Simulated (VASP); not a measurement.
The system is Ir.

```xyz
1
Lattice="2.4815 0.0000 0.0000 0.0000 2.4815 0.0000 0.0000 0.0000 2.4815" Properties=species:S:1:pos:R:3 pbc="T T T"
Ir    0.0000    0.0000    0.0000
```

| Item | Value |
| --- | --- |
| Program | VASP 6.6.1 |
| Task | relaxation of cell and atoms |
| Functional | r2SCAN |
| Potentials or basis | VASP PAW PBE potentials, release 64 (Ir) |
| Cutoff | 600 eV |
| k mesh | 13 × 13 × 13 |
| Occupations | fermi-dirac, width 0.05 eV |
| Spin | collinear spin, ferromagnetic start |
| Starting moments | [1.0] μB |

At the start: pressure 30.2 GPa; volume 15.28 Å³/atom.

How do energy, volume and symmetry change on relaxing?

Over 5 steps the energy falls by 125.6 meV/atom and the volume is 16.73 Å³/atom (+9.5 %); space group Pm-3m (No. 221, to 0.05 Å); moment 0.00 μB per cell.

Step by step:
```
step  energy change (eV)  largest force (eV/Å)  pressure (GPa)  volume (Å³)
   1              0.0000                0.0000           30.25        15.28
   2              0.8027                0.0000          -37.07        22.59
   3             -0.1236                0.0000           -3.12        16.94
   4             -0.1256                0.0000           -0.45        16.76
   5             -0.1256                0.0000            0.06        16.73
```

Final structure:
```cif
data_structure
_symmetry_space_group_name_H-M 'P 1'
_symmetry_Int_Tables_number 1
_cell_length_a 2.5578
_cell_length_b 2.5578
_cell_length_c 2.5578
_cell_angle_alpha 90.000
_cell_angle_beta 90.000
_cell_angle_gamma 90.000
_cell_volume 16.73
loop_
_atom_site_label
_atom_site_type_symbol
_atom_site_fract_x
_atom_site_fract_y
_atom_site_fract_z
_atom_site_occupancy
Ir1 Ir 0.00000 0.00000 0.00000 1
```

Caveat: the PAW data sets were made with another functional, which shifts forces and pressure a little.
